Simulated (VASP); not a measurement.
# Si4O in VASP: single point with PBE+D3(BJ)

Aim: the single point of Si4O with PBE+D3(BJ).

All numbers are computed with VASP 6.6.1; they aren't measurements. Logs are shortened: lines on timing, memory, paths and dates and some standing lists are left out, and cuts for length are marked.

**1. The cell of the first run**

The cell holds a slab with vacuum, 5 atoms: a = 3.833 Å, b = 3.833 Å, c = 21.103 Å, α = 90.00°, β = 90.00°, γ = 90.00°.

**2. Single point, PBE+D3(BJ), collinear spin, ferromagnetic start**

Input file INCAR:

```
SYSTEM = Si4O
PREC = Accurate ; ENCUT = 520
EDIFF = 1E-6 ; ISMEAR = 0
SIGMA = 0.05 ; LREAL = .False.
LASPH = .True. ; NELM = 150
ALGO = Normal ; ISIF = 2
LWAVE = .False. ; LCHARG = .False.
ISPIN = 2 ; MAGMOM = 0 0 0 0 2
LORBIT = 11 ; LDIPOL = .True.
IDIPOL = 3 ; DIPOL = 0.5 0.5 0.327
GGA = PE ; IVDW = 12
NBANDS = 23
```

Input file KPOINTS:

```
regular mesh
0
Gamma
  7 7 1
  0 0 0
```

Input file POSCAR:

```
Si4O
1.0
    3.8333442603      0.0000000000      0.0000000000
    0.0000000000      3.8333442603      0.0000000000
    0.0000000000      0.0000000000     21.1034818054
Si O
4 1
Direct
    0.0000000000      0.5000000000      0.1895421825
    0.0000000000      0.0000000000      0.2537634268
    0.5000000000      0.0000000000      0.3207061911
    0.5000000000      0.5000000000      0.3839879068
    0.6250000000      0.6250000000      0.4882361072
```

Potentials or basis: VASP PAW PBE potentials, release 64 (Si, O).

On the command line:

```console
$ cat potpaw_PBE.64/Si/POTCAR potpaw_PBE.64/O/POTCAR > POTCAR
$ mpirun -np 1 vasp_std > vasp.out
```

OUTCAR:

```text
SYSTEM = Si4O
   PREC = Accurate
   ENCUT = 520
   EDIFF = 1E-6
   ISMEAR = 0
   LREAL = .False.
   LASPH = .True.
   NELM = 150
   ISIF = 2
   ISPIN = 2
   LORBIT = 11
   GGA = PE
   IVDW = 12
 IVDW          = 12

 ion  position               nearest neighbor table
   1  0.000  0.500  0.190-   2 2.35   2 2.35
   2  0.000  0.000  0.254-   1 2.35   1 2.35   3 2.38   3 2.38
   3  0.500  0.000  0.321-   4 2.34   4 2.34   2 2.38   2 2.38
   4  0.500  0.500  0.384-   5 2.30   3 2.34   3 2.34
   5  0.625  0.625  0.488-   4 2.30

  LATTYP: Found a simple tetragonal cell.
 ALAT       =     3.8333442603
 C/A-ratio  =     5.5052404304

  Lattice vectors:

 A1 = (   3.8333442603,   0.0000000000,   0.0000000000)
 A2 = (   0.0000000000,   3.8333442603,   0.0000000000)
 A3 = (   0.0000000000,   0.0000000000,  21.1034818054)

Analysis of symmetry for initial positions (statically):
=====================================================================
 Subroutine PRICEL returns:
 Original cell was already a primitive cell.

 Routine SETGRP: Setting up the symmetry group for a
 simple tetragonal supercell.

 Subroutine GETGRP returns: Found  1 space group operations
 (whereof  1 operations were pure point group operations)
 out of a pool of 16 trial point group operations.

The static configuration has the point symmetry C_1 .

Analysis of symmetry for dynamics (positions and initial velocities):
=====================================================================
 Subroutine PRICEL returns:
 Original cell was already a primitive cell.

 Routine SETGRP: Setting up the symmetry group for a
 simple tetragonal supercell.

 Subroutine GETGRP returns: Found  1 space group operations
 (whereof  1 operations were pure point group operations)
 out of a pool of 16 trial point group operations.

The dynamic configuration has the point symmetry C_1 .

Analysis of structural, dynamic, and magnetic symmetry:
=====================================================================
 Subroutine PRICEL returns:
 Original cell was already a primitive cell.

 Routine SETGRP: Setting up the symmetry group for a
 simple tetragonal supercell.

 Subroutine GETGRP returns: Found  1 space group operations
 (whereof  1 operations were pure point group operations)
 out of a pool of 16 trial point group operations.

The overall configuration has the point symmetry C_1 .

 Subroutine INISYM returns: Found  1 space group operations
 (whereof  1 operations are pure point group operations),
[... 141 lines left out ...]

 number of electron      21.9999995 magnetization       0.9823217

 dipolmoment           0.000000      0.000000      0.206517 electrons x Angstroem

 Free energy of the ion-electron system (eV)
  ---------------------------------------------------
  ext. energy  EPLUGINS =         0.00000000
  ---------------------------------------------------
  free energy    TOTEN  =       -21.94490399 eV

  energy without entropy =      -21.94090151  energy(sigma->0) =      -21.94290275

 E-fermi :  -3.1829     XC(G=0):  -3.7104

 val. band max:       -3.1934707860   @ k =  -0.2857   0.2857   0.0000
 cond. band min:      -3.1666786497   @ k =  -0.4286   0.4286   0.0000
 fundamental gap:      0.0267921363
 Fermi energy:        -3.1828997370

 spin component 1

 k-point     1 :       0.0000    0.0000    0.0000
  band No.  band energies     occupation
      1     -20.0461      1.00000
      2     -14.2734      1.00000
      3     -12.0865      1.00000
      4      -8.7638      1.00000
      5      -6.0128      1.00000
      6      -5.6048      1.00000
[... 613 lines left out ...]
     22       5.7880      0.00000
     23       6.0561      0.00000

 [... further k-points ...]

 spin component 2

 k-point     1 :       0.0000    0.0000    0.0000
  band No.  band energies     occupation
      1     -18.3700      1.00000
      2     -14.2674      1.00000
      3     -12.0817      1.00000
      4      -8.7545      1.00000
      5      -5.6010      1.00000
      6      -5.3649      1.00000
[... 613 lines left out ...]
     22       5.7837      0.00000
     23       6.0452      0.00000

 [... further k-points ...]

------------------------ aborting loop because EDIFF is reached ----------------------------------------

 vacuum level on the upper side and lower side of the slab       (xc-potential included)         1.275        -1.203

 Edisp (eV)   -0.99007

 E8    (eV) :    -0.4214

  FORCE on cell =-STRESS in cart. coord.  units (eV):
  Direction    XX          YY          ZZ          XY          YZ          ZX
  --------------------------------------------------------------------------------------
  -------------------------------------------------------------------------------------
  Total      -4.25009    -0.86181    -9.14817    -0.43905    -1.98223    -1.55078
  in kB     -21.95830    -4.45258   -47.26452    -2.26836   -10.24127    -8.01219
  external pressure =      -24.56 kB  Pullay stress =        0.00 kB

 VOLUME and BASIS-vectors are now :
 -----------------------------------------------------------------------------
  energy-cutoff  :      520.00
  volume of cell :      310.11
      direct lattice vectors                 reciprocal lattice vectors
     3.833344260  0.000000000  0.000000000     0.260868822  0.000000000  0.000000000
     0.000000000  3.833344260  0.000000000     0.000000000  0.260868822  0.000000000
     0.000000000  0.000000000 21.103481805     0.000000000  0.000000000  0.047385546

 POSITION                                       TOTAL-FORCE (eV/Angst)
 -----------------------------------------------------------------------------------
      0.00000      1.91667      4.00000        -0.031929      0.033107     -0.111074
      0.00000      0.00000      5.35529         0.068757      0.066303      0.324973
      1.91667      0.00000      6.76802        -0.024161     -0.186630      0.237779
      1.91667      1.91667      8.10348         0.680369      0.958514      3.339759
      2.39584      2.39584     10.30348        -0.693037     -0.871294     -3.791437
 -----------------------------------------------------------------------------------
    total drift:                                0.000286      0.000792      0.003541

  FREE ENERGIE OF THE ION-ELECTRON SYSTEM (eV)
  ---------------------------------------------------
  free  energy   TOTEN  =       -22.9349774326 eV

  energy  without entropy=      -22.9309749535  energy(sigma->0) =      -22.93297619

 vacuum level on the upper side and lower side of the slab         4.910         2.370

 total charge

# of ion       s       p       d       tot
------------------------------------------
    1        0.863   0.723   0.000   1.586
    2        0.774   0.893   0.000   1.667
    3        0.771   0.897   0.000   1.668
    4        0.814   0.705   0.000   1.519
    5        1.616   3.006   0.000   4.622
--------------------------------------------------
tot          4.838   6.224   0.000  11.062

 magnetization (x)

# of ion       s       p       d       tot
------------------------------------------
    1       -0.000   0.004   0.000   0.004
    2       -0.000  -0.006   0.000  -0.006
    3        0.002   0.003   0.000   0.004
    4       -0.002  -0.035   0.000  -0.037
    5        0.007   0.820   0.000   0.828
--------------------------------------------------
tot          0.007   0.785   0.000   0.793
```

stdout:

```text
POSCAR found type information on POSCAR SiO
 POSCAR found :  2 types and       5 ions
 scaLAPACK will be used
 LDA part: xc-table for (Slater+PW92), standard interpolation
 POSCAR, INCAR and KPOINTS ok, starting setup
 FFT: planning ... GRIDC
 FFT: planning ... GRID_SOFT
 FFT: planning ... GRID
 WAVECAR not read
 entering main loop
```

Run time: 10 min. Hardware: 1 thread of AMD EPYC 9R45 (Zen 5), shared host; peak memory 0.62 GiB.

What came out:

```yaml
Free_energy: -22.9350 eV
Largest_force: 3.952 eV/Å
Net_moment: 0.98 μB per cell
Site_moments: Si +0.00, -0.01, -0.04 (each value once); O +0.83 μB
Valence_electrons_inside_the_program's_atomic_spheres: Si 1.59, 1.67, 1.52 (each value once); O 4.62
Dispersion_energy_per_atom: -0.198 eV
```

Forces in eV/Å, atoms in the order of the input:
```
Si  -0.032  0.033 -0.111
Si   0.069  0.066  0.325
Si  -0.024 -0.187  0.238
Si   0.680  0.959  3.340
O   -0.693 -0.871 -3.791
```
